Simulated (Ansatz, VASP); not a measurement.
H in VASP and in Ansatz

File INCAR:

```
PREC = Accurate
ENCUT = 520
EDIFF = 1E-7
ISMEAR = 0
SIGMA = 0.05
LREAL = False
LASPH = True
NELM = 80
ALGO = Normal
ISIF = 2
LWAVE = False
LCHARG = False
GGA = PS
NBANDS = 6
```

File KPOINTS:

```
Automatic mesh
0
Gamma
  10 10 26
```

File POSCAR:

```
H
1.0
    2.5833977704      0.0000000000      0.0000000000
    0.0000000000      2.6496387389      0.0000000000
    0.0000000000      0.0000000000      0.9804929200
H
1
Direct
    0.0000000000      0.0000000000      0.5000000000
```

Input for Ansatz:

```yaml
crystal:
  lattice:
    - [2.5833977704, 0.0, 0.0]
    - [0.0, 2.6496387389, 0.0]
    - [0.0, 0.0, 0.98049292]
  atoms:
    - { symbol: H, position: [0.0, 0.0, 0.5] }
basis:
  ecutwfc: 420
kpoints:
  mp_grid: { grid: [10, 10, 26] }
hamiltonian:
  xc: pbesol
scf:
  occupations: { method: gaussian, width: 0.05 }
output:
  forces: true
  stress: true
  eigenvalues: true
```

Change from the starting cell: strain -0.0250 x Voigt [1, 0, 0, 0, 0, 0], atoms carried along.

Alike in both runs: task single point; functional PBEsol; k mesh 10 × 10 × 26; occupations gaussian, width 0.05 eV; no spin polarisation.

```csv
,VASP,Ansatz
version,VASP 6.6.1,Ansatz 0.2.0
potentials or method,"VASP PAW PBE potentials, release 64 (H), cutoff 520 eV","scalar-relativistic, plane waves, PAW"
valence electrons in the cell,1,1
```

|  | VASP | Ansatz | Ansatz less VASP |
| --- | --- | --- | --- |
| gap on the k mesh at the Fermi level (eV) | none | none | - |
| pressure (GPa) | 1.8 | 2.0 | +0.26 |
| traceless stress, the component that is largest in VASP (GPa) | -0.37 | -0.35 | +0.024 |

VASP's potentials were made for PBE, not for PBEsol. A gap of «none» marks a metal or a gap that the smearing closes. With one functional, cell and mesh, what is left measures potentials, basis and numerics.
